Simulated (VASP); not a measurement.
# ScIr3C (Pm-3m) in VASP: further runs, part 2 of 2

VASP 6.6.1. The steps go on from the part before.

### Step 5. Single point, PBE

This run uses another cell than the first one, of 20.57 Å³/atom, 1.087 times its volume.

Input file INCAR:

```
PREC     = Accurate       # precision mode
ENCUT    = 520            # plane-wave cutoff, eV
EDIFF    = 1E-6           # SCF threshold, eV
ISMEAR   = 1              # smearing method
SIGMA    = 0.05           # smearing width, eV
LREAL    = False          # projectors in reciprocal space
LASPH    = True           # aspherical terms in the spheres
NELM     = 80             # most SCF steps
ALGO     = Normal         # electronic algorithm
ISIF     = 2              # what is computed and relaxed
LWAVE    = False          # write WAVECAR
LCHARG   = False          # write CHGCAR
GGA      = PE             # functional
NBANDS   = 29             # bands
```

Input file KPOINTS:

```
Automatic mesh
0
Gamma
  5 5 5
```

Input file POSCAR:

```
ScIr3C
1.0
    4.6851360000      0.0000000000      0.0000000000
    0.0000000000      4.6851360000      0.0000000000
    0.0000000000      0.0000000000      4.6851360000
Sc Ir C
1 3 1
Direct
    0.0000000000      0.0000000000      0.0000000000
    0.5000000000      0.0000000000      0.0000000000
    0.0000000000      0.5000000000      0.0000000000
    0.0000000000      0.0000000000      0.5000000000
    0.5000000000      0.5000000000      0.5000000000
```

Potentials or basis: VASP PAW PBE potentials, release 64 (Sc_sv, Ir, C).

Run with:

```
cat potpaw_PBE.64/Sc_sv/POTCAR potpaw_PBE.64/Ir/POTCAR potpaw_PBE.64/C/POTCAR > POTCAR
mpirun -np 1 vasp_std > vasp.out
```

OUTCAR:

```text
PREC = Accurate
   ENCUT = 520
   EDIFF = 1E-6
   ISMEAR = 1
   LREAL = False
   LASPH = True
   NELM = 80
   ISIF = 2
   GGA = PE

 ion  position               nearest neighbor table
   1  0.000  0.000  0.000-   2 2.34   3 2.34   4 2.34   4 2.34   3 2.34   2 2.34
   2  0.500  0.000  0.000-   1 2.34   1 2.34   4 3.31   4 3.31   3 3.31   3 3.31   3 3.31   4 3.31
                             4 3.31   3 3.31
   3  0.000  0.500  0.000-   1 2.34   1 2.34   4 3.31   4 3.31   2 3.31   2 3.31   4 3.31   4 3.31
                             2 3.31   2 3.31
   4  0.000  0.000  0.500-   1 2.34   1 2.34   3 3.31   2 3.31   2 3.31   3 3.31   3 3.31   3 3.31
                             2 3.31   2 3.31
   5  0.500  0.500  0.500-

  LATTYP: Found a simple cubic cell.
 ALAT       =     4.6851360000

  Lattice vectors:

 A1 = (   4.6851360000,   0.0000000000,   0.0000000000)
 A2 = (   0.0000000000,   4.6851360000,   0.0000000000)
 A3 = (   0.0000000000,   0.0000000000,   4.6851360000)

Analysis of symmetry for initial positions (statically):
=====================================================================
 Subroutine PRICEL returns:
 Original cell was already a primitive cell.

 Routine SETGRP: Setting up the symmetry group for a
 simple cubic supercell.

 Subroutine GETGRP returns: Found 48 space group operations
 (whereof 48 operations were pure point group operations)
 out of a pool of 48 trial point group operations.

The static configuration has the point symmetry O_h .

Analysis of symmetry for dynamics (positions and initial velocities):
=====================================================================
 Subroutine PRICEL returns:
 Original cell was already a primitive cell.

 Routine SETGRP: Setting up the symmetry group for a
 simple cubic supercell.

 Subroutine GETGRP returns: Found 48 space group operations
 (whereof 48 operations were pure point group operations)
 out of a pool of 48 trial point group operations.
[... 112 lines left out ...]
     AMIX_MAG =   1.60;   BMIX_MAG =  1.00
  volume/ion in A,a.u.               =      20.57       138.80
  Fermi-wavevector in a.u.,A,eV,Ry     =   1.214607  2.295274 20.072264  1.475270
  Thomas-Fermi vector in A             =   2.350021
   LORBIT       =      0    0 simple, 1 ext, 2 COOP (PROOUT), +10 PAW based schemes
   GGA     = PE    functional components
   LHFCALC =     F    Hartree Fock is set to
   AEXX    =    0.0000 exact exchange contribution
   IVDW    =     0    specifies the selected vdW correction
   LEPSILON=     F    determine dielectric tensor
   LRPA    =     F    only Hartree local field effects (RPA)
 non-spin polarized calculation
 Methfessel and Paxton  Order N= 1 SIGMA  =   0.05
  energy-cutoff  :      520.00
  volume of cell :      102.84
 maximum number of plane-waves:      2789
 NGX is ok and might be reduce to    36
   NGX = 17   NGY = 17   NGZ = 17

 number of electron      41.9999986 magnetization

 Free energy of the ion-electron system (eV)
  ---------------------------------------------------
  ext. energy  EPLUGINS =         0.00000000
  ---------------------------------------------------
  free energy    TOTEN  =       -27.26098830 eV

  energy without entropy =      -27.26328601  energy(sigma->0) =      -27.26175420

 E-fermi :   3.0971     XC(G=0): -10.6500

 val. band max:        3.0750528911   @ k =   0.2000   0.2000   0.0000
 cond. band min:       3.2073716702   @ k =   0.4000   0.2000   0.2000
 fundamental gap:      0.1323187791
 Fermi energy:         3.0970714940

 k-point     1 :       0.0000    0.0000    0.0000
  band No.  band energies     occupation
      1     -44.1797      2.00000
      2     -23.0042      2.00000
      3     -23.0042      2.00000
      4     -23.0042      2.00000
      5      -5.8855      2.00000
      6      -1.4509      2.00000
[... 309 lines left out ...]
     28       5.8136      0.00000
     29       5.8136      0.00000

------------------------ aborting loop because EDIFF is reached ----------------------------------------

  FORCE on cell =-STRESS in cart. coord.  units (eV):
  Direction    XX          YY          ZZ          XY          YZ          ZX
  --------------------------------------------------------------------------------------
  -------------------------------------------------------------------------------------
  Total       -0.2924574     -0.2924574     -0.2924574     -0.0000000     -0.0000000      0.0000000
  in kB       -4.5562407     -4.5562407     -4.5562407     -0.0000000     -0.0000000      0.0000000
  external PRESSURE =      -4.5562407 kB  Pullay stress =       0.0000000 kB

 VOLUME and BASIS-vectors are now :
 -----------------------------------------------------------------------------
  energy-cutoff  :      520.00
  volume of cell :      102.84
      direct lattice vectors                 reciprocal lattice vectors
     4.685136000  0.000000000  0.000000000     0.213440976  0.000000000  0.000000000
     0.000000000  4.685136000  0.000000000     0.000000000  0.213440976  0.000000000
     0.000000000  0.000000000  4.685136000     0.000000000  0.000000000  0.213440976

 POSITION                                       TOTAL-FORCE (eV/Angst)
 -----------------------------------------------------------------------------------
      0.00000      0.00000      0.00000         0.000000      0.000000      0.000000
      2.34257      0.00000      0.00000         0.000000      0.000000      0.000000
      0.00000      2.34257      0.00000         0.000000      0.000000      0.000000
      0.00000      0.00000      2.34257         0.000000      0.000000      0.000000
      2.34257      2.34257      2.34257         0.000000      0.000000      0.000000
 -----------------------------------------------------------------------------------
    total drift:                                0.000000      0.000000     -0.000000

  FREE ENERGIE OF THE ION-ELECTRON SYSTEM (eV)
  ---------------------------------------------------
  free  energy   TOTEN  =       -27.2609883011 eV

  energy  without entropy=      -27.2632860081  energy(sigma->0) =      -27.26175420
```

OSZICAR:

```text
N       E                     dE             d eps       ncg     rms          rms(c)
DAV:   1     0.426101576666E+03    0.42610E+03   -0.18123E+04   580   0.141E+03
DAV:   2     0.135836229218E+02   -0.41252E+03   -0.39768E+03   580   0.428E+02
DAV:   3    -0.254632353993E+02   -0.39047E+02   -0.36152E+02   886   0.124E+02
DAV:   4    -0.282170983036E+02   -0.27539E+01   -0.26428E+01   936   0.362E+01
DAV:   5    -0.282803692720E+02   -0.63271E-01   -0.61624E-01   722   0.465E+00    0.216E+01
DAV:   6    -0.274368734340E+02    0.84350E+00   -0.34654E+00   995   0.124E+01    0.113E+01
DAV:   7    -0.275260221096E+02   -0.89149E-01   -0.17912E+00   963   0.988E+00    0.531E+00
DAV:   8    -0.273119278475E+02    0.21409E+00   -0.10678E+00   943   0.550E+00    0.234E+00
DAV:   9    -0.272617041035E+02    0.50224E-01   -0.22118E-01   961   0.334E+00    0.654E-01
DAV:  10    -0.272611121541E+02    0.59195E-03   -0.14866E-02   752   0.836E-01    0.136E-01
DAV:  11    -0.272609931086E+02    0.11905E-03   -0.16624E-03   895   0.288E-01    0.480E-02
DAV:  12    -0.272609794999E+02    0.13609E-04   -0.21182E-04   796   0.913E-02    0.168E-02
DAV:  13    -0.272609876124E+02   -0.81125E-05   -0.28664E-05   698   0.376E-02    0.500E-03
DAV:  14    -0.272609883011E+02   -0.68870E-06   -0.20283E-06   501   0.120E-02
   1 F= -.27260988E+02 E0= -.27261754E+02  d E =0.229771E-02
```

It took 18 s on 1 thread of Intel Xeon 6975P-C (Granite Rapids), shared host; peak memory 0.21 GiB.

What came out:

```
Free energy            : -27.2610 eV
Pressure               : -0.5 GPa
Band gap on the k mesh : zero (band 21 reaches 3.45 eV, above the bottom of band 22 at 3.03 eV)
```

Levels at points of the mesh, in eV from the Fermi level:
```
           k point  band 17  band 18  band 19  band 20  band 21  band 22  band 23  band 24  band 25  band 26
(0.00, 0.00, 0.00)    -0.58    -0.55    -0.55    -0.55     0.27     0.27     0.27     0.50     2.64     2.64
```

Caveat: spin-orbit coupling is left out, which moves the levels of the heavy elements.

### Step 6. Single point, PBE

This run uses another cell than the first one, of 21.12 Å³/atom, 1.116 times its volume.

Input file INCAR:

```
SYSTEM = ScIr3C
PREC = Accurate
ENCUT = 520
EDIFF = 1E-7
ISMEAR = 1
SIGMA = 0.05
LREAL = .FALSE.
LASPH = .TRUE.
NELM = 80
ALGO = Normal
ISIF = 2
LWAVE = .FALSE.
LCHARG = .FALSE.
GGA = PE
NBANDS = 29
```

Input file KPOINTS:

```
Automatic mesh
0
G
  5 5 5
  0 0 0
```

Edit POSCAR of step 5 so:

```diff
@@ -2,5 +2,5 @@
 1.0
-    4.6851360000      0.0000000000      0.0000000000
-    0.0000000000      4.6851360000      0.0000000000
-    0.0000000000      0.0000000000      4.6851360000
+    4.7264168583      0.0000000000      0.0000000000
+    0.0000000000      4.7264168583      0.0000000000
+    0.0000000000      0.0000000000      4.7264168583
 Sc Ir C
```

Potentials or basis: VASP PAW PBE potentials, release 64 (Sc_sv, Ir, C).

Run with:

```
cat potpaw_PBE.64/Sc_sv/POTCAR potpaw_PBE.64/Ir/POTCAR potpaw_PBE.64/C/POTCAR > POTCAR
mpirun -np 1 vasp_std > vasp.out
```

Run time: 18 s. Hardware: 1 thread of Intel Xeon 6975P-C (Granite Rapids), shared host; peak memory 0.22 GiB.

Results (log left out):

```
Free energy            : -27.2348 eV
Pressure               : -2.6 GPa
Band gap on the k mesh : zero (band 21 reaches 3.21 eV, above the bottom of band 22 at 2.80 eV)
```

Levels at points of the mesh, in eV from the Fermi level:
| k point | band 19 | band 20 | band 21 | band 22 | band 23 | band 24 |
| --- | --- | --- | --- | --- | --- | --- |
| (0.00, 0.00, 0.00) | -0.51 | -0.51 | 0.25 | 0.25 | 0.25 | 0.47 |

Caveat: spin-orbit coupling is left out, which moves the levels of the heavy elements.

### Step 7. Overview

| cell | gap on the mesh (eV) | pressure (GPa) |
| --- | --- | --- |
| a = 4.557 Å, 5 atoms | none | 8.6 |
| a = 4.600 Å, 5 atoms | none | 5.1 |
| a = 4.643 Å, 5 atoms | none | 2.1 |
| a = 4.685 Å, 5 atoms | none | -0.5 |
| a = 4.726 Å, 5 atoms | none | -2.6 |

Alike in all rows: task single point; level PBE; potentials or basis VASP PAW PBE potentials, release 64 (Sc_sv, Ir, C); no spin polarisation; k mesh 5 × 5 × 5; cutoff (eV) 520; smearing methfessel-paxton 0.05 eV.

Caveats: spin-orbit coupling is left out, which moves the levels of the heavy elements.

Absolute energies hang on the potentials; compare differences alone.
